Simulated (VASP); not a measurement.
# O (Fmmm) in VASP: single point with r2SCAN

Aim: the single point of O with r2SCAN.

All numbers are computed with VASP 6.6.1; they aren't measurements. Logs are shortened: lines on timing, memory, paths and dates and some standing lists are left out, and cuts for length are marked.

### 1 The cell of the first run

It takes space group Fmmm (No. 69, orthorhombic). The conventional cell has a = 3.004 Å, b = 3.780 Å, c = 7.798 Å, α = 90.00°, β = 90.00°, γ = 90.00°. Within 1.6 Å of O (site symmetry mm2) lie 1 O at 1.23 Å.

### 2 Single point, r2SCAN

File POSCAR:

```
O
1.0
    0.0000000000      1.8898850000      3.8988370000
    1.5017730000      0.0000000000      3.8988370000
    1.5017730000      1.8898850000      0.0000000000
O
2
Direct
    0.5789020000      0.5789020000      0.4210980000
    0.4210980000      0.4210980000      0.5789020000
```

File INCAR.step1:

```
SYSTEM = O
ALGO = Normal ; EDIFF = 1E-4
ENCUT = 520 ; GGA = PE
ISMEAR = -1 ; LASPH = .TRUE.
LCHARG = .FALSE. ; LREAL = .FALSE.
LWAVE = .TRUE. ; NBANDS = 13
NELM = 60 ; PREC = Accurate
SIGMA = 0.05
```

File INCAR.step2:

```
SYSTEM = O
ALGO = Normal ; EDIFF = 1E-6
ENCUT = 520 ; ISIF = 2
ISMEAR = -1 ; ISTART = 1
LASPH = .TRUE. ; LCHARG = .FALSE.
LMIXTAU = .TRUE. ; LREAL = .FALSE.
LWAVE = .FALSE. ; METAGGA = R2SCAN
NBANDS = 13 ; NELM = 60
PREC = Accurate ; SIGMA = 0.05
```

File KPOINTS:

```
k-points
0
G
  7 7 7
  0 0 0
```

Potentials or basis: VASP PAW PBE potentials, release 64 (O).

Started as:

```console
> cat potpaw_PBE.64/O/POTCAR > POTCAR
> cp INCAR.step1 INCAR
> mpirun -np 1 vasp_std > vasp.out
> cp INCAR.step2 INCAR
> mpirun -np 1 vasp_std > vasp.out
```

OUTCAR:

```text
SYSTEM = O
   EDIFF = 1E-6
   ENCUT = 520
   ISIF = 2
   ISMEAR = -1
   ISTART = 1
   LASPH = .TRUE.
   LREAL = .FALSE.
   METAGGA = R2SCAN
   NELM = 60
   PREC = Accurate

 ion  position               nearest neighbor table
   1  0.579  0.579  0.421-   2 1.23
   2  0.421  0.421  0.579-   1 1.23

  LATTYP: Found a face centered orthorhombic cell.
 ALAT       =     3.0035460000
 B/A-ratio  =     1.2584358621
 C/A-ratio  =     2.5961560103

  Lattice vectors:

 A1 = (   0.0000000000,   1.8898850000,   3.8988370000)
 A2 = (   1.5017730000,   0.0000000000,   3.8988370000)
 A3 = (   1.5017730000,   1.8898850000,   0.0000000000)

Analysis of symmetry for initial positions (statically):
=====================================================================
 Subroutine PRICEL returns:
 Original cell was already a primitive cell.

 Routine SETGRP: Setting up the symmetry group for a
 face centered orthorhombic supercell.

 Subroutine GETGRP returns: Found  8 space group operations
 (whereof  8 operations were pure point group operations)
 out of a pool of  8 trial point group operations.

The static configuration has the point symmetry D_2h.

Analysis of symmetry for dynamics (positions and initial velocities):
=====================================================================
 Subroutine PRICEL returns:
 Original cell was already a primitive cell.

 Routine SETGRP: Setting up the symmetry group for a
 face centered orthorhombic supercell.

 Subroutine GETGRP returns: Found  8 space group operations
 (whereof  8 operations were pure point group operations)
 out of a pool of  8 trial point group operations.

The dynamic configuration has the point symmetry D_2h.

 Subroutine INISYM returns: Found  8 space group operations
 (whereof  8 operations are pure point group operations),
 and found     1 'primitive' translations

----------------------------------------------------------------------------------------

                                     Primitive cell

  volume of cell :      22.1312

  direct lattice vectors                    reciprocal lattice vectors
     0.000000000  1.889885000  3.898837000    -0.332939798  0.264566363  0.128243371
     1.501773000  0.000000000  3.898837000     0.332939798 -0.264566363  0.128243371
     1.501773000  1.889885000  0.000000000     0.332939798  0.264566363 -0.128243371

  length of vectors
     4.332735310  4.178067986  2.413915379     0.444174101  0.444174101  0.444174101
[... 83 lines left out ...]
   EDIFFG = 0.1E-04   stopping-criterion for IOM
   NSW    =      0    number of steps for IOM
   IBRION =     -1    ionic relax: 0-MD 1-quasi-New 2-CG
   NFREE  =      0    steps in history (QN), initial steepest desc. (CG)
   ISIF   =      2    stress and relaxation
   ISYM   =      2    0-nonsym 1-usesym 2-fastsym
   POTIM  = 0.5000    time-step for ionic-motion
   TEBEG  =    0.0;   TEEND  =   0.0 temperature during run
   PSTRESS=    0.0 pullay stress
   NELECT =      12.0000    total number of electrons
   NUPDOWN=      -1.0000    fix difference up-down
   EMIN   =  10.00;   EMAX   =-10.00  energy-range for DOS
   EFERMI =   0.00;   METHOD = LEGACY
   ISMEAR =    -1;   SIGMA  =   0.05  broadening in eV -4-tet -1-fermi 0-gaus
   EFERMI_NEDOS =   21; number of points for ismear=-14 and -15
   IALGO  =     38    algorithm
   IMIX   =      4    mixing-type and parameters
     AMIX     =   0.40;   BMIX     =  1.00
     AMIX_MAG =   1.60;   BMIX_MAG =  1.00
  volume/ion in A,a.u.               =      11.07        74.67
  Fermi-wavevector in a.u.,A,eV,Ry     =   1.334956  2.522701 24.247050  1.782108
  Thomas-Fermi vector in A             =   2.463698
   LORBIT       =      0    0 simple, 1 ext, 2 COOP (PROOUT), +10 PAW based schemes
   METAGGA = R2SCAN    functional components
   LHFCALC =     F    Hartree Fock is set to
   AEXX    =    0.0000 exact exchange contribution
   IVDW    =     0    specifies the selected vdW correction
   LEPSILON=     F    determine dielectric tensor
   LRPA    =     F    only Hartree local field effects (RPA)
 non-spin polarized calculation
  energy-cutoff  :      520.00
  volume of cell :       22.13
 maximum number of plane-waves:       611
   NGX = 15   NGY = 15   NGZ =  9

 number of electron      11.9999998 magnetization

 Free energy of the ion-electron system (eV)
  ---------------------------------------------------
  ext. energy  EPLUGINS =         0.00000000
  ---------------------------------------------------
  free energy    TOTEN  =       -11.37038759 eV

  energy without entropy =      -11.36352391  energy(sigma->0) =      -11.36695575

 E-fermi :  -0.0014     XC(G=0): -10.1307

 val. band max:       -0.0445904855   @ k =   0.4286  -0.1429   0.2857
 cond. band min:       0.1497378573   @ k =   0.2857   0.0000   0.2857
 fundamental gap:      0.1943283428
 Fermi energy:        -0.0013612001

 k-point     1 :       0.0000    0.0000    0.0000
  band No.  band energies     occupation
      1     -28.2837      2.00000
      2     -15.6118      2.00000
      3      -8.7251      2.00000
      4      -5.2204      2.00000
      5      -4.6914      2.00000
      6       1.2648      0.00000
      7       1.7253      0.00000
      8      10.9056      0.00000
      9      10.9164      0.00000
     10      13.5396      0.00000
     11      19.6007      0.00000
     12      22.3487      0.00000
     13      27.8700      0.00000
[... 354 lines left out ...]
  band No.  band energies     occupation
      1     -28.0409      2.00000
      2     -15.4187      2.00000
      3      -8.3620      2.00000
      4      -5.6719      2.00000
      5      -5.3950      2.00000
      6       0.9344      0.00000
      7       1.1075      0.00000
      8       9.7402      0.00000
      9      12.5742      0.00000
     10      14.4651      0.00000
     11      20.9411      0.00000
     12      23.5821      0.00000
     13      25.4884      0.00000

 [... further k-points ...]
[... 5 lines left out ...]
  --------------------------------------------------------------------------------------
  -------------------------------------------------------------------------------------
  Total       -0.3750050     -0.4851662     -0.9347821     -0.0000000      0.0000000      0.0000000
  in kB      -27.1483175    -35.1233881    -67.6731235     -0.0000000      0.0000000      0.0000000
  external PRESSURE =     -43.3149430 kB  Pullay stress =       0.0000000 kB

 VOLUME and BASIS-vectors are now :
 -----------------------------------------------------------------------------
  energy-cutoff  :      520.00
  volume of cell :       22.13
      direct lattice vectors                 reciprocal lattice vectors
     0.000000000  1.889885000  3.898837000    -0.332939798  0.264566363  0.128243371
     1.501773000  0.000000000  3.898837000     0.332939798 -0.264566363  0.128243371
     1.501773000  1.889885000  0.000000000     0.332939798  0.264566363 -0.128243371

 POSITION                                       TOTAL-FORCE (eV/Angst)
 -----------------------------------------------------------------------------------
      1.50177      1.88989      4.51409         0.000000      0.000000     -0.713857
      1.50177      1.88989      3.28358         0.000000      0.000000      0.713857
 -----------------------------------------------------------------------------------
    total drift:                                0.000000      0.000000      0.000000

  FREE ENERGIE OF THE ION-ELECTRON SYSTEM (eV)
  ---------------------------------------------------
  free  energy   TOTEN  =       -11.3703875856 eV

  energy  without entropy=      -11.3635239099  energy(sigma->0) =      -11.36695575
```

It took 48 s on 1 thread of Intel Xeon Platinum 8488C (Sapphire Rapids), shared host; peak memory 0.15 GiB.

Results:

| Item | Value |
| --- | --- |
| Free energy | -11.3704 eV |
| Pressure | -4.3 GPa |
| Largest force | 0.714 eV/Å |
| Band gap on the k mesh | zero (bands 6 and 7 overlap by 1.94 eV) |

Forces on the atoms (eV/Å):
```
O    0.000  0.000 -0.714
O    0.000  0.000  0.714
```

Stress tensor (GPa, compression positive):
```
-2.71  0.00  0.00
 0.00 -3.51  0.00
 0.00  0.00 -6.77
```

Levels at points of the mesh, in eV from the Fermi level:
```csv
k point,band 2,band 3,band 4,band 5,band 6,band 7,band 8,band 9,band 10,band 11
"(0.00, 0.00, 0.00)",-15.61,-8.72,-5.22,-4.69,1.27,1.73,10.91,10.92,13.54,19.60
```

Caveat: the k points lie up to 0.40 Å⁻¹ apart, too coarse for converged energies and pressures of a metal; the standard files for N, O and F lose accuracy on very short bonds; spin is off for a triplet molecule; the PAW data sets were made with another functional, which shifts forces and pressure a little.

The gap in the log of VASP goes by the Fermi energy; the results here count the filled bands.